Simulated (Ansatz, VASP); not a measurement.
Given: the input of a run of Ansatz 0.2.0 on Hf.

File input.yaml:

```yaml
crystal:
  lattice:
    - [3.1967, 0.0, 0.0]
    - [-1.59835, 2.7684234083, 0.0]
    - [0.0, 0.0, 5.0578]
  atoms:
    - { symbol: Hf, position: [0.6666666667, 0.3333333333, 0.75] }
    - { symbol: Hf, position: [0.3333333333, 0.6666666667, 0.25] }
kpoints:
  mp_grid: { grid: [10, 10, 5] }
scf:
  occupations: { method: gaussian, width: 0.028 }
hamiltonian:
  xc: pbe
  pseudopotentials: { kind: all_electron, lapw: { basis_error: 0.001 } }
output:
  forces: true
  stress: true
  eigenvalues: true
```

Potentials or basis: all-electron LAPW, scalar-relativistic.

Run with:

```sh
$ ansatz run input.yaml --threads 1 --pin off --max-ram 3072MiB --backend cpu --events-out ev --progress --plain --runs-dir out
```

Q: Translate it to VASP 6.6.1. Potentials there: VASP PAW PBE potentials, release 64 (Hf_pv).

A: As run (the cutoff follows the program's own potentials):

INCAR

```
  ALGO = Normal
  EDIFF = 1E-6
  ENCUT = 520
  GGA = PE
  ISIF = 2
  ISMEAR = 0
  LASPH = T
  LCHARG = F
  LREAL = F
  LWAVE = F
  NBANDS = 17
  NELM = 100
  PREC = Accurate
  SIGMA = 0.028000000000000004
```

KPOINTS

```
k-points
0
Gamma
  10 10 5
```

POSCAR

```
Hf
1.0
    3.1967000000      0.0000000000      0.0000000000
   -1.5983500000      2.7684234083      0.0000000000
    0.0000000000      0.0000000000      5.0578000000
Hf
2
Direct
    0.6666666667      0.3333333333      0.7500000000
    0.3333333333      0.6666666667      0.2500000000
```

Potentials or basis: VASP PAW PBE potentials, release 64 (Hf_pv).

Run with:

```console
$ cat potpaw_PBE.64/Hf_pv/POTCAR > POTCAR
$ mpirun -np 1 vasp_std > vasp.out
```

Both were run:

|  | VASP | Ansatz | Ansatz less VASP |
| --- | --- | --- | --- |
| gap on the k mesh at the Fermi level (eV) | none | none | - |
| pressure (GPa) | 0.2 | 0.6 | +0.46 |
| traceless stress, the component that is largest in VASP (GPa) | -0.26 | -0.20 | +0.062 |

A gap of «none» marks a metal or a gap that the smearing closes. Ansatz ran all-electron here, and VASP with PAW potentials.

Neither program's run includes spin-orbit coupling.
